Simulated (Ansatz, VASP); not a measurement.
# Two plane-wave programs on CdTe

File INCAR:

```
SYSTEM = CdTe
ALGO = Normal
EDIFF = 1E-6
EDIFFG = -0.01
ENCUT = 600
GGA = PE
IBRION = 2
ISIF = 3
ISMEAR = 0
LASPH = .True.
LCHARG = .False.
LREAL = .False.
LWAVE = .False.
NELM = 100
NSW = 100
PREC = Accurate
SIGMA = 0.1
```

Contents of KPOINTS:

```
k-points
0
Gamma
  16 16 14
  0 0 0
```

File POSCAR:

```
CdTe
1.0
    3.6123031308      0.0000000000      0.0000000000
    0.0000000000      3.6123031308      0.0000000000
    0.0000000000      0.0000000000      4.1501007731
Cd Te
1 1
Direct
    0.5000000000      0.5000000000      0.5000000000
    0.0000000000      0.0000000000      0.0000000000
```

Input for Ansatz:

```yaml
crystal:
  lattice:
    - [3.6123031308, 0.0, 0.0]
    - [0.0, 3.6123031308, 0.0]
    - [0.0, 0.0, 4.1501007731]
  atoms:
    - { symbol: Cd, position: [0.5, 0.5, 0.5] }
    - { symbol: Te, position: [0.0, 0.0, 0.0] }
basis:
  ecutwfc: 420
kpoints:
  mp_grid: { grid: [16, 16, 14] }
hamiltonian:
  xc: pbe
scf:
  occupations: { method: gaussian, width: 0.1 }
output:
  forces: true
  stress: true
  eigenvalues: true
relax:
  adjacent_minimum: "off"
  f_tol: 0.01
  max_steps: 80
  cell: { stress_tol: 0.05 }
```

Alike in both runs: task relaxation of cell and atoms; functional PBE; k mesh 16 × 16 × 14; occupations gaussian, width 0.1 eV; no spin polarisation.

|  | VASP | Ansatz |
| --- | --- | --- |
| version | VASP 6.6.1 | Ansatz 0.2.0 |
| potentials or method | VASP PAW PBE potentials, release 64 (Cd, Te), cutoff 600 eV | scalar-relativistic, plane waves, PAW |
| valence electrons in the cell | 18 | 36 |

|  | VASP | Ansatz | Ansatz less VASP |
| --- | --- | --- | --- |
| gap on the k mesh at the Fermi level, each at its own relaxed structure (eV) | none | none | - |
| relaxed volume (Å³/atom) | 27.16 | 27.14 | -0.014 |
| relaxed cell length with the largest relative difference (Å) | 4.009 | 4.005 | -0.0033 |

A gap of «none» marks a metal or a gap that the smearing closes. VASP's potentials hold 18 valence electrons a cell and Ansatz's 36, so a difference there can come from the potentials and not from the codes.

Neither program's run includes spin-orbit coupling.
